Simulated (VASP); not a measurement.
# SiC (F-43m) in VASP: a series of runs, part 3 of 3

VASP 6.6.1. The steps go on from the part before.

## Step 5: Single point, PBEsol

This run uses another cell than the first one, of 10.33 Å³/atom, 1.043 times its volume.

Contents of INCAR:

```
SYSTEM = SiC
ALGO = Normal
EDIFF = 1E-6
ENCUT = 600
GGA = PS
GGA_COMPAT = .False.
ISIF = 2
ISMEAR = 0
LASPH = .True.
LCHARG = .False.
LREAL = .False.
LWAVE = .False.
NBANDS = 11
NELM = 120
PREC = Accurate
SIGMA = 0.05
```

Contents of KPOINTS:

```
k-points
0
Gamma
  6 6 6
  0 0 0
```

Contents of POSCAR:

```
SiC
1.0
    0.0000000000      2.1780979678      2.1780979678
    2.1780979678      0.0000000000      2.1780979678
    2.1780979678      2.1780979678      0.0000000000
Si C
1 1
Direct
    0.0000000000      0.0000000000      0.0000000000
    0.2500000000      0.2500000000      0.2500000000
```

Potentials or basis: VASP PAW PBE potentials, release 64 (Si, C).

Started as:

```sh
$ cat potpaw_PBE.64/Si/POTCAR potpaw_PBE.64/C/POTCAR > POTCAR
$ mpirun -np 1 vasp_std > vasp.out
```

OUTCAR:

```text
SYSTEM = SiC
   EDIFF = 1E-6
   ENCUT = 600
   GGA = PS
   ISIF = 2
   ISMEAR = 0
   LASPH = .True.
   LREAL = .False.
   NELM = 120
   PREC = Accurate

 ion  position               nearest neighbor table
   1  0.000  0.000  0.000-   2 1.89   2 1.89   2 1.89   2 1.89
   2  0.250  0.250  0.250-   1 1.89   1 1.89   1 1.89   1 1.89

  LATTYP: Found a face centered cubic cell.
 ALAT       =     4.3561959356

  Lattice vectors:

 A1 = (   0.0000000000,   2.1780979678,   2.1780979678)
 A2 = (   2.1780979678,   0.0000000000,   2.1780979678)
 A3 = (   2.1780979678,   2.1780979678,   0.0000000000)

Analysis of symmetry for initial positions (statically):
=====================================================================
 Subroutine PRICEL returns:
 Original cell was already a primitive cell.

 Routine SETGRP: Setting up the symmetry group for a
 face centered cubic supercell.

 Subroutine GETGRP returns: Found 24 space group operations
 (whereof 24 operations were pure point group operations)
 out of a pool of 48 trial point group operations.

The static configuration has the point symmetry T_d .

Analysis of symmetry for dynamics (positions and initial velocities):
=====================================================================
 Subroutine PRICEL returns:
 Original cell was already a primitive cell.

 Routine SETGRP: Setting up the symmetry group for a
 face centered cubic supercell.

 Subroutine GETGRP returns: Found 24 space group operations
 (whereof 24 operations were pure point group operations)
 out of a pool of 48 trial point group operations.

The dynamic configuration has the point symmetry T_d .

 Subroutine INISYM returns: Found 24 space group operations
 (whereof 24 operations are pure point group operations),
 and found     1 'primitive' translations

----------------------------------------------------------------------------------------

[... 109 lines left out ...]
   LHFCALC =     F    Hartree Fock is set to
   AEXX    =    0.0000 exact exchange contribution
   IVDW    =     0    specifies the selected vdW correction
   LEPSILON=     F    determine dielectric tensor
   LRPA    =     F    only Hartree local field effects (RPA)
 non-spin polarized calculation
 Gauss-broadening in eV      SIGMA  =   0.05
  energy-cutoff  :      600.00
  volume of cell :       20.67
 maximum number of plane-waves:       701
 NGX is ok and might be reduce to    28
   NGX = 13   NGY = 13   NGZ = 13

 number of electron       8.0000000 magnetization

 Free energy of the ion-electron system (eV)
  ---------------------------------------------------
  ext. energy  EPLUGINS =         0.00000000
  ---------------------------------------------------
  free energy    TOTEN  =       -15.90473285 eV

  energy without entropy =      -15.90473285  energy(sigma->0) =      -15.90473285

 E-fermi :   8.3544     XC(G=0): -11.5085

 val. band max:        8.0778017663   @ k =   0.0000   0.0000   0.0000
 cond. band min:       9.3037317143   @ k =   0.5000   0.5000   0.0000
 fundamental gap:      1.2259299480
 Fermi energy:         8.3543630685

 k-point     1 :       0.0000    0.0000    0.0000
  band No.  band energies     occupation
      1      -7.3598      2.00000
      2       8.0778      2.00000
      3       8.0778      2.00000
      4       8.0778      2.00000
      5      14.2770      0.00000
      6      15.3225      0.00000
      7      15.3225      0.00000
      8      15.3225      0.00000
      9      22.5353      0.00000
     10      22.5353      0.00000
     11      24.3533      0.00000
[... 197 lines left out ...]
 k-point    16 :      -0.3333    0.5000    0.1667
  band No.  band energies     occupation
      1      -2.1075      2.00000
      2       0.7571      2.00000
      3       3.5125      2.00000
      4       3.6326      2.00000
      5      11.9708      0.00000
      6      15.0743      0.00000
      7      18.8398      0.00000
      8      20.2091      0.00000
      9      22.1927      0.00000
     10      25.7036      0.00000
     11      29.2096      0.00000

------------------------ aborting loop because EDIFF is reached ----------------------------------------

  FORCE on cell =-STRESS in cart. coord.  units (eV):
  Direction    XX          YY          ZZ          XY          YZ          ZX
  --------------------------------------------------------------------------------------
  -------------------------------------------------------------------------------------
  Total        0.0463745      0.0463745      0.0463745      0.0000000      0.0000000      0.0000000
  in kB        3.5952396      3.5952396      3.5952396      0.0000000      0.0000000      0.0000000
  external PRESSURE =       3.5952396 kB  Pullay stress =       0.0000000 kB

 VOLUME and BASIS-vectors are now :
 -----------------------------------------------------------------------------
  energy-cutoff  :      600.00
  volume of cell :       20.67
      direct lattice vectors                 reciprocal lattice vectors
     0.000000000  2.178097968  2.178097968    -0.229558086  0.229558086  0.229558086
     2.178097968  0.000000000  2.178097968     0.229558086 -0.229558086  0.229558086
     2.178097968  2.178097968  0.000000000     0.229558086  0.229558086 -0.229558086

 POSITION                                       TOTAL-FORCE (eV/Angst)
 -----------------------------------------------------------------------------------
      0.00000      0.00000      0.00000        -0.000000      0.000000      0.000000
      1.08905      1.08905      1.08905         0.000000     -0.000000     -0.000000
 -----------------------------------------------------------------------------------
    total drift:                               -0.000000     -0.000000     -0.000000

  FREE ENERGIE OF THE ION-ELECTRON SYSTEM (eV)
  ---------------------------------------------------
  free  energy   TOTEN  =       -15.9047328482 eV

  energy  without entropy=      -15.9047328482  energy(sigma->0) =      -15.90473285
```

stdout:

```text
POSCAR found type information on POSCAR SiC
 POSCAR found :  2 types and       2 ions
 scaLAPACK will be used
 -----------------------------------------------------------------------------
|                                                                             |
|                                                                             |
|     You enforced a specific xc type in the INCAR file but a different       |
|     I HOPE YOU KNOW WHAT YOU ARE DOING!                                     |
|                                                                             |
 -----------------------------------------------------------------------------

 LDA part: xc-table for (Slater+PW92), standard interpolation
 POSCAR, INCAR and KPOINTS ok, starting setup
 FFT: planning ... GRIDC
 FFT: planning ... GRID_SOFT
 FFT: planning ... GRID
 WAVECAR not read
 entering main loop
```

Wall time 6.5 s (1 thread of Intel Xeon 6975P-C, shared host); peak memory 0.15 GiB.

Results:

```
Free energy            : -15.9047 eV
Pressure               : 0.4 GPa
Band gap on the k mesh : 1.23 eV, indirect (least direct gap 4.44 eV)
```

Caveat: the PAW data sets were made with another functional, which shifts forces and pressure a little. A k mesh can miss the band edges.

## Step 6: Summary

| cell | k mesh | cutoff (eV) | smearing | gap on the mesh (eV) | pressure (GPa) |
| --- | --- | --- | --- | --- | --- |
| a = 3.037 Å, angles 60.0°, 2 atoms | 8 × 8 × 8 | 520 | gaussian 0.05 eV | 1.19 | 10.6 |
| a = 3.026 Å, angles 60.0°, 2 atoms | 12 × 12 × 12 | 520 | gaussian 0.02 eV | 1.18 | 13.6 |
| a = 3.121 Å, angles 60.0°, 2 atoms | 6 × 6 × 6 | 600 | gaussian 0.05 eV | 1.26 | -7.9 |
| a = 3.080 Å, angles 60.0°, 2 atoms | 6 × 6 × 6 | 600 | gaussian 0.05 eV | 1.23 | 0.4 |

Alike in all rows: task single point; level PBEsol; potentials or basis VASP PAW PBE potentials, release 64 (Si, C); no spin polarisation.

Caveats: the PAW data sets were made with another functional, which shifts forces and pressure a little.

Absolute energies hang on the potentials; compare differences alone.
